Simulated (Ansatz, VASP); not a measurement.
# Ag in VASP and in Ansatz

POSCAR

```
Ag
1.0
   -1.6103805100      1.6535326600      1.6181576800
    1.6593070500     -1.6605473000      1.6740988600
    1.6393304800      1.6894972700     -1.6251723200
Ag
1
Direct
    0.0000000000      0.0000000000      0.0000000000
```

File INCAR.step1:

```
SYSTEM = Ag
ALGO = Normal
EDIFF = 1E-5
ENCUT = 400
GGA = PE
GGA_COMPAT = .False.
ISIF = 2
ISMEAR = -1
LASPH = .True.
LCHARG = .False.
LREAL = .False.
LWAVE = .True.
NBANDS = 12
NELM = 120
PREC = Accurate
SIGMA = 0.05
```

File INCAR.step2:

```
SYSTEM = Ag
AEXX = 0.25
ALGO = Normal
EDIFF = 1E-6
ENCUT = 400
GGA = PS
GGA_COMPAT = .False.
ISIF = 2
ISMEAR = -1
ISTART = 1
LASPH = .True.
LCHARG = .False.
LHFCALC = .True.
LREAL = .False.
LWAVE = .False.
NBANDS = 12
NELM = 120
PREC = Accurate
PRECFOCK = Normal
SIGMA = 0.05
```

KPOINTS

```
k-points
0
Gamma
  6 6 6
  0 0 0
```

File input:

```
crystal:
  lattice:
    - [-1.61038051, 1.65353266, 1.61815768]
    - [1.65930705, -1.6605473, 1.67409886]
    - [1.63933048, 1.68949727, -1.62517232]
  atoms:
    - { symbol: Ag, position: [0.0, 0.0, 0.0] }
hamiltonian:
  xc: { exchange: pbesol, correlation: pbesol, exx: { coeff: 0.25 } }
  pseudopotentials: { kind: paw }
kpoints:
  mp_grid: { grid: [6, 6, 6] }
scf:
  occupations: { method: fermi_dirac, width: 0.05 }
output:
  forces: true
  stress: true
  eigenvalues: true
```

Change from the starting cell: cell sheared at random, sigma 0.01, atoms nudged by 0.01 Å.

Alike in both runs: task single point; functional PBEsol-based global hybrid with a share of 0.25 of exact exchange; k mesh 6 × 6 × 6; occupations fermi-dirac, width 0.05 eV; no spin polarisation.

|  | VASP | Ansatz |
| --- | --- | --- |
| version | VASP 6.6.1 | Ansatz 0.2.0 |
| potentials or method | VASP PAW PBE potentials, release 64 (Ag) | Ansatz PAW |
| plane-wave cutoff (eV) | 400 | 420 |
| valence electrons in the cell | 11 | 19 |

Ansatz gave:

| Item | Value |
| --- | --- |
| gap on the k mesh at the Fermi level (eV) | none |
| pressure (GPa) | -5.5 |
| traceless stress, the component that is largest in VASP (GPa) | 2.95 |

Question: Estimate VASP's values.

Answer: gap on the k mesh at the Fermi level (eV): none; pressure (GPa): -6.0; traceless stress, the component that is largest in VASP (GPa): 2.94.

VASP's potentials were made for PBE, not for PBEsol-based global hybrid. A gap of «none» marks a metal or a gap that the smearing closes. With one functional, cell and mesh, what is left measures potentials, basis and numerics. VASP's potentials hold 11 valence electrons a cell and Ansatz's 19, so a difference there can come from the potentials and not from the codes.

The k mesh is coarse, so the values compare programs but aren't converged.
